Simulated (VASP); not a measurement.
Set up this calculation in VASP 6.6.1, as the native input.

| Quantity | Value |
| --- | --- |
| Task | relaxation of cell and atoms |
| Functional | PBE |
| Potentials or basis | VASP PAW PBE potentials, release 64 (Si, C) |
| Cutoff | 600 eV |
| k mesh | 10 × 10 × 10 |
| Occupations | fermi-dirac, width 0.05 eV |
| Spin | no spin polarisation |
| Target pressure | 2 GPa |
| Dipole correction | no |
| Further INCAR settings | ALGO = Normal; EDIFF = 1e-07; IBRION = 2; EDIFFG = -0.01; NSW = 80; ISIF = 3 |

The structure of SiC lies in POSCAR:

```
SiC
1.0
    0.0000000000      2.1790000000      2.1790000000
    2.1790000000      0.0000000000      2.1790000000
    2.1790000000      2.1790000000      0.0000000000
Si C
1 1
Direct
    0.0000000000      0.0000000000      0.0000000000
    0.7500000000      0.7500000000      0.7500000000
```

The input as run:

INCAR

```
PREC = Accurate
ENCUT = 600
EDIFF = 1E-7
ISMEAR = -1
SIGMA = 0.05
LREAL = False
LASPH = True
NELM = 120
ALGO = Normal
ISIF = 3
LWAVE = False
LCHARG = False
GGA = PE
IBRION = 2
NSW = 80
EDIFFG = -0.01
PSTRESS = 20.0
GGA_COMPAT = False
NELMIN = 4
```

KPOINTS

```
regular mesh
0
Gamma
  10 10 10
```

Potentials or basis: VASP PAW PBE potentials, release 64 (Si, C).

Launch:

```console
$ cat potpaw_PBE.64/Si/POTCAR potpaw_PBE.64/C/POTCAR > POTCAR
$ mpirun -np 1 vasp_std > vasp.out
```

Results of the run:

The relaxed volume is 10.40 Å³/atom. The relaxed cell is a = 3.086 Å, b = 3.086 Å, c = 3.086 Å, α = 60.00°, β = 60.00°, γ = 60.00°, the space group after relaxing (to 0.1 Å) is F-43m (No. 216) and the energy change on relaxing (the run minimises the enthalpy) is -0.8 meV/atom. The ionic steps are 3 and the pressure after relaxing is 2.0 GPa. The band gap on the k mesh is 1.36 eV (least direct gap 4.54 eV).

Caveat: the cell is relaxed towards a set pressure, so the run minimises the enthalpy, not the energy.

It took 16 s on 1 thread of AMD EPYC 9R45 96-Core Processor (Zen 5), on a shared host, peak memory 0.12 GiB.
